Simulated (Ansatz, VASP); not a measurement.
# Two plane-wave programs on Sr

INCAR

```
SYSTEM = Sr
ALGO     = Normal         ! electronic algorithm
EDIFF    = 1E-6           ! SCF threshold, eV
ENCUT    = 520            ! plane-wave cutoff, eV
GGA      = RP             ! functional
ISIF     = 2              ! what is computed and relaxed
ISMEAR   = -1             ! smearing method
LASPH    = .True.         ! aspherical terms in the spheres
LCHARG   = .False.        ! write CHGCAR
LREAL    = .False.        ! projectors in reciprocal space
LWAVE    = .False.        ! write WAVECAR
NBANDS   = 28             ! bands
NELM     = 60             ! most SCF steps
PREC     = Accurate       ! precision mode
SIGMA    = 0.1            ! smearing width, eV
```

The input KPOINTS:

```
k-points
0
Gamma
  10 10 3
  0 0 0
```

File POSCAR:

```
Sr
1.0
    4.2358777887      0.0000000000      0.0000000000
   -2.1179388943      3.6683777724      0.0000000000
    0.0000000000      0.0000000000     13.8667859959
Sr
4
Direct
    1.0000000000      1.0000000000      0.0000000000
    1.0000000000      1.0000000000      0.5000000000
    0.3333333333      0.6666666667      0.2500000000
    0.6666666667      0.3333333333      0.7500000000
```

Input for Ansatz:

```yaml
crystal:
  lattice:
    - [4.2358777887, 0.0, 0.0]
    - [-2.1179388943, 3.6683777724, 0.0]
    - [0.0, 0.0, 13.8667859959]
  atoms:
    - { symbol: Sr, position: [1.0, 1.0, 0.0] }
    - { symbol: Sr, position: [1.0, 1.0, 0.5] }
    - { symbol: Sr, position: [0.3333333333, 0.6666666667, 0.25] }
    - { symbol: Sr, position: [0.6666666667, 0.3333333333, 0.75] }
hamiltonian:
  xc: rpbe
  pseudopotentials:
    kind: paw
    azcp:
      Sr: "pseudopotentials/Sr.paw.azcp"
basis:
  ecutwfc: 420
  fft_grid_basis: typed
kpoints:
  mp_grid: { grid: [10, 10, 3], shift: [0, 0, 0] }
magnetization:
  spin_polarized: false
scf:
  occupations: { method: fermi_dirac, width: 0.1 }
  lower_state_search: "off"
output:
  stress: true
```

Alike in both runs: task single point; functional RPBE; k mesh 10 × 10 × 3; occupations fermi-dirac, width 0.1 eV; no spin polarisation.

|  | VASP | Ansatz |
| --- | --- | --- |
| version | VASP 6.6.1 | Ansatz 0.2.0 |
| potentials or method | VASP PAW PBE potentials, release 64 (Sr_sv), cutoff 520 eV | plane waves (420 eV) with PAW, scalar-relativistic |
| valence electrons in the cell | 40 | 40 |

Ansatz gave:

| Quantity | Value |
| --- | --- |
| pressure (GPa) | 1.0 |

**Question.** Which values does VASP return?

**Answer.** Pressure (GPa): 1.1.

VASP's potentials were made for PBE, not for RPBE.
